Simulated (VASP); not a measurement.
Write the native input for VASP 6.6.1 that does the following.

* Task: single point
* Functional: PBE
* Potentials or basis: VASP PAW PBE potentials, release 64 (B, N)
* Cutoff: 520 eV
* k mesh: 12 × 12 × 6
* Occupations: gaussian, width 0.05 eV
* Spin: no spin polarisation
* Dipole correction: no
* Further INCAR settings: ALGO = Normal; EDIFF = 1e-06; NBANDS = 16

The structure of BN lies in POSCAR:

```
BN
1.0
    2.5539396017      0.0000000000      0.0000000000
   -1.2769698009      2.2117765748      0.0000000000
    0.0000000000      0.0000000000      4.2268550000
B N
2 2
Direct
    0.6666666667      0.3333333333      0.9464929334
    0.3333333333      0.6666666667      0.4997240000
    0.6666666667      0.3333333333      0.6252760000
    0.3333333333      0.6666666667      0.1252760000
```

This cell differs from its parent crystal: atom 1 (B) moved by (+0.000, -0.225) A along y and z.

These files were run (other wordings do the same):

INCAR

```
PREC = Accurate
ENCUT = 520
EDIFF = 1E-6
ISMEAR = 0
SIGMA = 0.05
LREAL = False
LASPH = True
NELM = 100
ALGO = Normal
ISIF = 2
LWAVE = False
LCHARG = True
GGA = PE
LELF = True
LVHAR = True
NBANDS = 16
```

KPOINTS

```
regular mesh
0
Gamma
  12 12 6
```

Potentials or basis: VASP PAW PBE potentials, release 64 (B, N).

The run is started by

```console
$ cat potpaw_PBE.64/B/POTCAR potpaw_PBE.64/N/POTCAR > POTCAR
$ mpirun -np 1 vasp_std > vasp.out
```

It gave:

```
Pressure               : 10.0 GPa
Largest force          : 11.158 eV/Å
Band gap on the k mesh : 2.76 eV (least direct gap 6.57 eV)
```

Caveat: the cell differs from its parent crystal (atom 1 (B) moved by (+0.000, -0.225) A along y and z); the stress differs along the axes, from 4 to 22 GPa; forces of over 1 eV/Å act on the atoms, so gaps and moduli don't describe the material at rest.

Wall time 16 s on 1 thread of Intel(R) Xeon(R) 6975P-C (Granite Rapids) (shared host), peak memory 0.15 GiB.
